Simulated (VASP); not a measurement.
Rh, 2 atoms in the cell. It takes space group P6_3/mmc (No. 194, hexagonal). Conventional cell: a = 2.731 Å, b = 2.731 Å, c = 4.428 Å, α = 90.00°, β = 90.00°, γ = 120.00°. Rh (site symmetry -6m2) has 12 Rh at 2.72 to 2.73 Å within 3.6 Å. 

```yaml
Program: VASP 6.6.1
Task: single point
Functional: PBEsol
Potentials_or_basis: VASP PAW PBE potentials, release 64 (Rh_pv)
Cutoff: 520 eV
k_mesh: 6 × 6 × 4
Occupations: fermi-dirac, width 0.05 eV
Spin: no spin polarisation
Dipole_correction: no
Further_INCAR_settings: ALGO = Normal; EDIFF = 1e-07; NBANDS = 22
```

Potentials or basis: VASP PAW PBE potentials, release 64 (Rh_pv).

Command:

```console
$ cat potpaw_PBE.64/Rh_pv/POTCAR > POTCAR
$ mpirun -np 1 vasp_std > vasp.out
```

Hardware: 1 thread of Intel(R) Xeon(R) Platinum 8488C (Sapphire Rapids), with other jobs on the host.

Problem. How long does it take, and how much memory?

Solution. Wall time 12 s on 1 thread of Intel(R) Xeon(R) Platinum 8488C (Sapphire Rapids), with other jobs on the host, peak memory 0.14 GiB. Counts: scf iterations 13, k points 21.
